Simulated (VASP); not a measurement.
# Mo6C in VASP: relaxation of the atoms with PBE

Aim: the relaxation of the atoms of Mo6C with PBE.

All numbers are computed with VASP 6.6.1; they aren't measurements. Logs are shortened: lines on timing, memory, paths and dates and some standing lists are left out, and cuts for length are marked.

**1. The cell of the first run**

The cell holds a slab with vacuum, 7 atoms: a = 4.470 Å, b = 4.470 Å, c = 19.760 Å, α = 90.00°, β = 90.00°, γ = 120.00°.

**2. Relaxation of the atoms, PBE**

The input, INCAR:

```
PREC = Accurate
ENCUT = 520
EDIFF = 1E-7
ISMEAR = 0
SIGMA = 0.1
LREAL = False
LASPH = True
NELM = 120
ALGO = Normal
ISIF = 2
LWAVE = False
LCHARG = False
LDIPOL = True
IDIPOL = 3
DIPOL = 0.5 0.5 0.330
GGA = PE
IBRION = 2
NSW = 36
EDIFFG = -0.025
GGA_COMPAT = False
NELMIN = 4
NELMDL = -8
KPAR = 4
```

The input, KPOINTS:

```
regular mesh
0
Gamma
  6 6 1
```

The input, POSCAR:

```
Mo6C
1.0
    4.4695765307      0.0000000000      0.0000000000
   -2.2347882654      3.8707668198      0.0000000000
    0.0000000000      0.0000000000     19.7595667350
Mo C
6 1
Selective dynamics
Direct
    0.6666666667      0.3333333333      0.2024335884  F F F
    0.3333333333      0.6666666667      0.2486060831  F F F
    0.0000000000      0.0000000000      0.2947785777  F F F
    0.6666666667      0.3333333333      0.3368821116  F F F
    0.3333333333      0.6666666667      0.3779725564  F F F
    0.0000000000      0.0000000000      0.4180034333  F F F
    0.8888888889      0.4444444444      0.4301494486  F F T
```

Potentials or basis: VASP PAW PBE potentials, release 64 (Mo_sv, C).

Launch:

```sh
cat potpaw_PBE.64/Mo_sv/POTCAR potpaw_PBE.64/C/POTCAR > POTCAR
mpirun -np 4 vasp_std > vasp.out
```

OUTCAR:

```text
PREC = Accurate
   ENCUT = 520
   EDIFF = 1E-7
   ISMEAR = 0
   LREAL = False
   LASPH = True
   NELM = 120
   ISIF = 2
   GGA = PE
   IBRION = 2
   NSW = 36
   EDIFFG = -0.025
   NELMIN = 4
   NELMDL = -8

 ion  position               nearest neighbor table
   1  0.667  0.333  0.202-   4 2.66   2 2.74   2 2.74   2 2.74   3 3.16   3 3.16   3 3.16
   2  0.333  0.667  0.249-   5 2.56   3 2.74   3 2.74   3 2.74   1 2.74   1 2.74   1 2.74   4 3.11
                             4 3.11   4 3.11
   3  0.000  0.000  0.295-   6 2.43   4 2.71   4 2.71   4 2.71   2 2.74   2 2.74   2 2.74   5 3.06
                             5 3.06   5 3.06   1 3.16   1 3.16   1 3.16
   4  0.667  0.333  0.337-   7 2.03   1 2.66   5 2.71   5 2.71   5 2.71   3 2.71   3 2.71   3 2.71
                             6 3.04   6 3.04   6 3.04   2 3.11   2 3.11   2 3.11
   5  0.333  0.667  0.378-   7 2.01   2 2.56   6 2.70   6 2.70   6 2.70   4 2.71   4 2.71   4 2.71
                             3 3.06   3 3.06   3 3.06
   6  0.000  0.000  0.418-   7 2.29   7 2.29   3 2.43   5 2.70   5 2.70   5 2.70   4 3.04   4 3.04
                             4 3.04
   7  0.889  0.444  0.430-   5 2.01   4 2.03   6 2.29   6 2.29

  LATTYP: Found a hexagonal cell.
 ALAT       =     4.4695765307
 C/A-ratio  =     4.4209035463

  Lattice vectors:

 A1 = (   4.4695765307,   0.0000000000,   0.0000000000)
 A2 = (  -2.2347882654,   3.8707668198,   0.0000000000)
 A3 = (   0.0000000000,   0.0000000000,  19.7595667350)

Analysis of symmetry for initial positions (statically):
=====================================================================
 Subroutine PRICEL returns:
 Original cell was already a primitive cell.

 Routine SETGRP: Setting up the symmetry group for a
 hexagonal supercell.

 Subroutine GETGRP returns: Found  2 space group operations
 (whereof  2 operations were pure point group operations)
 out of a pool of 24 trial point group operations.

The static configuration has the point symmetry C_1h.

Analysis of symmetry for dynamics (positions and initial velocities):
=====================================================================
 Subroutine PRICEL returns:
 Original cell was already a primitive cell.

 Routine SETGRP: Setting up the symmetry group for a
 hexagonal supercell.

 Subroutine GETGRP returns: Found  2 space group operations
 (whereof  2 operations were pure point group operations)
 out of a pool of 24 trial point group operations.

The dynamic configuration has the point symmetry C_1h.

Analysis of constrained symmetry for selective dynamics:
=====================================================================
 Subroutine PRICEL returns:
 Original cell was already a primitive cell.

 Routine SETGRP: Setting up the symmetry group for a
 hexagonal supercell.

 Subroutine GETGRP returns: Found  2 space group operations
 (whereof  2 operations were pure point group operations)
 out of a pool of 24 trial point group operations.

The constrained configuration has the point symmetry C_1h.

 Subroutine INISYM returns: Found  2 space group operations
 (whereof  2 operations are pure point group operations),
 and found     1 'primitive' translations

----------------------------------------------------------------------------------------

                                     Primitive cell

  volume of cell :     341.8541

  direct lattice vectors                    reciprocal lattice vectors
     4.469576531  0.000000000  0.000000000     0.223734842  0.129173371  0.000000000
    -2.234788265  3.870766820  0.000000000     0.000000000  0.258346743  0.000000000
     0.000000000  0.000000000 19.759566735     0.000000000  0.000000000  0.050608397

  length of vectors
     4.469576531  4.469576531 19.759566735     0.258346743  0.258346743  0.050608397

  position of ions in fractional coordinates (direct lattice)
     0.666666667  0.333333333  0.202433588
     0.333333333  0.666666667  0.248606083
     0.000000000  0.000000000  0.294778578
     0.666666667  0.333333333  0.336882112
     0.333333333  0.666666667  0.377972556
     0.000000000  0.000000000  0.418003433
     0.888888889  0.444444444  0.430149449

  ion indices of the primitive-cell ions
   primitive index   ion index
                 1           1
                 2           2
                 3           3
                 4           4
                 5           5
                 6           6
                 7           7

----------------------------------------------------------------------------------------

 KPOINTS: regular mesh

Automatic generation of k-mesh.
 Grid dimensions read from file:
 generate k-points for:    6    6    1

 Generating k-lattice:

  Cartesian coordinates                     Fractional coordinates (reciprocal lattice)
     0.037289140  0.021528895  0.000000000     0.166666667  0.000000000  0.000000000
     0.000000000  0.043057790  0.000000000     0.000000000  0.166666667  0.000000000
     0.000000000  0.000000000  0.050608397     0.000000000  0.000000000  1.000000000

  Length of vectors
     0.043057790  0.043057790  0.050608397

  Shift w.r.t. Gamma in fractional coordinates (k-lattice)
     0.000000000  0.000000000  0.000000000

 Subroutine IBZKPT returns following result:
 ===========================================

 Found     13 irreducible k-points:

 Following reciprocal coordinates:
            Coordinates               Weight
  0.000000  0.000000  0.000000      1.000000
  0.166667 -0.000000  0.000000      2.000000
  0.000000  0.166667  0.000000      4.000000
  0.333333  0.000000  0.000000      2.000000
  0.000000  0.333333  0.000000      4.000000
  0.500000 -0.000000  0.000000      1.000000
  0.000000  0.500000  0.000000      2.000000
  0.166667  0.166667  0.000000      4.000000
 -0.166667  0.333333  0.000000      2.000000
  0.333333  0.166667  0.000000      4.000000
 -0.166667  0.500000  0.000000      4.000000
  0.500000  0.333333  0.000000      4.000000
  0.333333  0.333333  0.000000      2.000000
   k-points           NKPTS =     13   k-points in BZ     NKDIM =     13   number of bands    NBANDS=     52
   number of dos      NEDOS =    301   number of ions     NIONS =      7
   total plane-waves  NPLWV = 194400
   dimension x,y,z NGX =    36 NGY =   36 NGZ =  150
   dimension x,y,z NGXF=    72 NGYF=   72 NGZF=  300
   ions per type =               6   1
   NGX,Y,Z   is equivalent  to a cutoff of  13.39, 13.39, 12.62 a.u.
   NGXF,Y,Z  is equivalent  to a cutoff of  26.78, 26.78, 25.24 a.u.
 SYSTEM =  unknown system
   PREC   = accura    normal or accurate (medium, high low for compatibility)
   ISTART =      0    job   : 0-new  1-cont  2-samecut
   ICHARG =      2    charge: 1-file 2-atom 10-const
   ISPIN  =      1    spin polarized calculation?
   LNONCOLLINEAR =      F non collinear calculations
   LSORBIT =      F    spin-orbit coupling
   LASPH  =      T    aspherical Exc in radial PAW
   ENCUT  =  520.0 eV  38.22 Ry    6.18 a.u.   8.31  8.31 36.74*2*pi/ulx,y,z
   NELM   =    120;   NELMIN=  4; NELMDL= -8     # of ELM steps
   EDIFF  = 0.1E-06   stopping-criterion for ELM
   LREAL  =      F    real-space projection
   EDIFFG = -.3E-01   stopping-criterion for IOM
   NSW    =     36    number of steps for IOM
   IBRION =      2    ionic relax: 0-MD 1-quasi-New 2-CG
   NFREE  =      1    steps in history (QN), initial steepest desc. (CG)
   ISIF   =      2    stress and relaxation
   ISYM   =      2    0-nonsym 1-usesym 2-fastsym
   POTIM  = 0.5000    time-step for ionic-motion
   TEBEG  =    0.0;   TEEND  =   0.0 temperature during run
   PSTRESS=    0.0 pullay stress
   NELECT =      88.0000    total number of electrons
   NUPDOWN=      -1.0000    fix difference up-down
   EMIN   =  10.00;   EMAX   =-10.00  energy-range for DOS
   EFERMI =   0.00;   METHOD = LEGACY
   ISMEAR =     0;   SIGMA  =   0.10  broadening in eV -4-tet -1-fermi 0-gaus
   EFERMI_NEDOS =   21; number of points for ismear=-14 and -15
   IALGO  =     38    algorithm
   IMIX   =      4    mixing-type and parameters
     AMIX     =   0.40;   BMIX     =  1.00
     AMIX_MAG =   1.60;   BMIX_MAG =  1.00
  volume/ion in A,a.u.               =      48.84       329.56
  Fermi-wavevector in a.u.,A,eV,Ry     =   1.041411  1.967981 14.756017  1.084537
  Thomas-Fermi vector in A             =   2.176030
   LORBIT       =      0    0 simple, 1 ext, 2 COOP (PROOUT), +10 PAW based schemes
   GGA     = PE    functional components
   LHFCALC =     F    Hartree Fock is set to
   AEXX    =    0.0000 exact exchange contribution
   IVDW    =     0    specifies the selected vdW correction
   LEPSILON=     F    determine dielectric tensor
   LRPA    =     F    only Hartree local field effects (RPA)
 conjugate gradient relaxation of ions
 non-spin polarized calculation
 Gauss-broadening in eV      SIGMA  =   0.10
  energy-cutoff  :      520.00
  volume of cell :      341.85
 maximum number of plane-waves:      9223
 NGX is ok and might be reduce to    36
   NGX = 17   NGY = 17   NGZ = 73

 dipolmoment           0.000000      0.000000     -0.043931 electrons x Angstroem

--------------------------------------- Ionic step        1  -------------------------------------------

 number of electron      88.0000006 magnetization

 Free energy of the ion-electron system (eV)
  ---------------------------------------------------
  ext. energy  EPLUGINS =         0.00000000
  ---------------------------------------------------
  free energy    TOTEN  =       -67.46746507 eV

  energy without entropy =      -67.42462092  energy(sigma->0) =      -67.44604299

------------------------ aborting loop because EDIFF is reached ----------------------------------------

  FORCE on cell =-STRESS in cart. coord.  units (eV):
  Direction    XX          YY          ZZ          XY          YZ          ZX
  --------------------------------------------------------------------------------------
  -------------------------------------------------------------------------------------
  Total       -0.8737338     -4.7762516      3.0775535      3.3796795      0.0296326      0.0513256
  in kB       -4.0949531    -22.3849937     14.4236573     15.8396398      0.1388799      0.2405490
  external PRESSURE =      -4.0187632 kB  Pullay stress =       0.0000000 kB
[... 67 lines left out ...]
  energy  without entropy=      -67.4769958847  energy(sigma->0) =      -67.49833896

--------------------------------------- Ionic step        3  -------------------------------------------

 number of electron      88.0000007 magnetization

 dipolmoment           0.000000      0.000000      0.101343 electrons x Angstroem

 Free energy of the ion-electron system (eV)
  ---------------------------------------------------
  ext. energy  EPLUGINS =         0.00000000
  ---------------------------------------------------
  free energy    TOTEN  =       -67.52801164 eV

  energy without entropy =      -67.48600227  energy(sigma->0) =      -67.50700696

 E-fermi :   0.7556     XC(G=0):  -4.9493

 val. band max:        0.7481203172   @ k =   0.0000   0.0000   0.0000
 cond. band min:       0.7592819601   @ k =   0.5000  -0.0000   0.0000
 fundamental gap:      0.0111616430
 Fermi energy:         0.7556312010

 k-point     1 :       0.0000    0.0000    0.0000
  band No.  band energies     occupation
      1     -60.4846      2.00000
      2     -60.2381      2.00000
      3     -60.2197      2.00000
      4     -60.1235      2.00000
      5     -60.0411      2.00000
      6     -59.9171      2.00000
[... 704 lines left out ...]
     51       2.1466      0.00000
     52       2.4035      0.00000

------------------------ aborting loop because EDIFF is reached ----------------------------------------

 vacuum level on the upper side and lower side of the slab       (xc-potential included)         0.505        -0.589

  FORCE on cell =-STRESS in cart. coord.  units (eV):
  Direction    XX          YY          ZZ          XY          YZ          ZX
  --------------------------------------------------------------------------------------
  -------------------------------------------------------------------------------------
  Total       -2.4642695     -6.0532013      1.1907264      3.1081061      0.0431475      0.0747342
  in kB      -11.5493616    -28.3697099      5.5806113     14.5668489      0.2022207      0.3502588
  external PRESSURE =     -11.4461534 kB  Pullay stress =       0.0000000 kB

 VOLUME and BASIS-vectors are now :
 -----------------------------------------------------------------------------
  energy-cutoff  :      520.00
  volume of cell :      341.85
      direct lattice vectors                 reciprocal lattice vectors
     4.469576531  0.000000000  0.000000000     0.223734842  0.129173371  0.000000000
    -2.234788265  3.870766820  0.000000000     0.000000000  0.258346743  0.000000000
     0.000000000  0.000000000 19.759566735     0.000000000  0.000000000  0.050608397
[... 13 lines left out ...]
  FREE ENERGIE OF THE ION-ELECTRON SYSTEM (eV)
  ---------------------------------------------------
  free  energy   TOTEN  =       -67.5280116409 eV

  energy  without entropy=      -67.4860022728  energy(sigma->0) =      -67.50700696

 reached required accuracy - stopping structural energy minimisation

 vacuum level on the upper side and lower side of the slab         5.343         4.209
```

Wall time 4 min (4 MPI ranks of Intel Xeon 6975P-C (Granite Rapids), shared host); peak memory 0.59 GiB.

Results:

```
Free energy               : -67.5280 eV
Energy gained by relaxing : 8.6 meV/atom
Ionic steps               : 3
Band gap on the k mesh    : zero (bands 44 and 45 overlap by 0.07 eV)
```

The path:
```tsv
step	energy change (eV)	largest force on free atoms (eV/Å)	pressure (GPa)
1	0.0000	1.2727	-0.40
2	-0.0522	0.4492	-0.88
3	-0.0605	0.0061	-1.14
```

Final structure:
```
CELL_PARAMETERS angstrom
4.46958 0.00000 0.00000
-2.23479 3.87077 0.00000
0.00000 0.00000 19.75957
ATOMIC_POSITIONS crystal
Mo 0.66667 0.33333 0.20243
Mo 0.33333 0.66667 0.24861
Mo 0.00000 0.00000 0.29478
Mo 0.66667 0.33333 0.33688
Mo 0.33333 0.66667 0.37797
Mo 0.00000 0.00000 0.41800
C 0.88889 0.44444 0.43519
```
